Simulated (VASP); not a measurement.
Write the native input for VASP 6.6.1 that does the following.

```
Task                   : single point
Functional             : r2SCAN
Potentials or basis    : VASP PAW PBE potentials, release 64 (Hf_pv, S)
Cutoff                 : 520 eV
k mesh                 : 12 × 12 × 4
Occupations            : gaussian, width 0.1 eV
Spin                   : no spin polarisation
Dipole correction      : no
Further INCAR settings : ALGO = Normal; EDIFF = 1e-07; NBANDS = 35
```

The system is Hf2S.

```xyz
6
Lattice="3.3743 0.0000 0.0000 -1.6871 2.9222 0.0000 0.0000 0.0000 11.7174" Properties=species:S:1:pos:R:3 pbc="T T T"
Hf    1.6871    0.9741   10.5435
Hf    0.0000    1.9481    4.6848
Hf    1.6871    0.9741    7.0327
Hf    0.0000    1.9481    1.1739
S     0.0000    0.0000    8.7881
S     0.0000    0.0000    2.9294
```

One way to write it, as run:

POSCAR

```
Hf2S
1.0
    3.3742737662      0.0000000000      0.0000000000
   -1.6871368831      2.9222068008      0.0000000000
    0.0000000000      0.0000000000     11.7174070300
Hf S
4 2
Direct
    0.6666666667      0.3333333333      0.8998116400
    0.3333333333      0.6666666667      0.3998116400
    0.6666666667      0.3333333333      0.6001883600
    0.3333333333      0.6666666667      0.1001883600
    0.0000000000      0.0000000000      0.7500000000
    0.0000000000      0.0000000000      0.2500000000
```

INCAR.step1

```
SYSTEM = Hf2S
  PREC = Accurate
  ENCUT = 520
  ISMEAR = 0
  SIGMA = 0.1
  LREAL = .FALSE.
  LASPH = .TRUE.
  NELM = 60
  NBANDS = 35
  GGA = PE
  ALGO = Normal
  EDIFF = 1E-4
  LWAVE = .TRUE.
  LCHARG = .FALSE.
```

INCAR.step2

```
SYSTEM = Hf2S
  PREC = Accurate
  ENCUT = 520
  EDIFF = 1E-7
  ISMEAR = 0
  SIGMA = 0.1
  LREAL = .FALSE.
  LASPH = .TRUE.
  NELM = 60
  ALGO = Normal
  ISIF = 2
  LWAVE = .FALSE.
  LCHARG = .TRUE.
  METAGGA = R2SCAN
  LMIXTAU = .TRUE.
  LELF = .TRUE.
  LVHAR = .TRUE.
  NBANDS = 35
  ISTART = 1
```

KPOINTS

```
Automatic mesh
0
G
  12 12 4
  0 0 0
```

Potentials or basis: VASP PAW PBE potentials, release 64 (Hf_pv, S).

Run with:

```bash
$ cat potpaw_PBE.64/Hf_pv/POTCAR potpaw_PBE.64/S/POTCAR > POTCAR
$ cp INCAR.step1 INCAR
$ mpirun -np 1 vasp_std > vasp.out
$ cp INCAR.step2 INCAR
$ mpirun -np 1 vasp_std > vasp.out
```

It gave:

```
Pressure               : 0.0 GPa
Largest force          : 0.026 eV/Å
Band gap on the k mesh : zero (band 26 reaches 6.96 eV, above the bottom of band 27 at 6.06 eV)
```

Caveat: the PAW data sets were made with another functional, which shifts forces and pressure a little; spin-orbit coupling is left out, which moves the levels of the heavy elements.

It took 16 min on 1 thread of Intel Xeon 6975P-C, with other jobs on the host, peak memory 0.4 GiB.
